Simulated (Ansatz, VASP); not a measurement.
One calculation of BaS, two programs

```
Ba S
1.0
     0.00000    3.44542    3.44542
     3.44542    0.00000    3.44542
     3.44542    3.44542    0.00000
Ba S
1 1
Cartesian
  0.0000 0.0000 0.0000
  1.7227 1.7227 1.7227
```

Alike in both runs: task single point; functional PBEsol; k mesh 8 × 8 × 8; occupations gaussian, width 0.05 eV; no spin polarisation.

```csv
,VASP,Ansatz
version,VASP 6.6.1,Ansatz 0.2.0
potentials or method,"VASP PAW PBE potentials, release 64 (Ba_sv, S), cutoff 520 eV","scalar-relativistic, plane waves, PAW"
valence electrons in the cell,16,16
```

```csv
,VASP,Ansatz,Ansatz less VASP
gap on the k mesh at the Fermi level (eV),2.71,2.69,-0.018
least direct gap on the mesh (eV),3.31,3.35,+0.039
pressure (GPa),1.2,0.6,-0.55
```

VASP's potentials were made for PBE, not for PBEsol.

Neither program's run includes spin-orbit coupling.
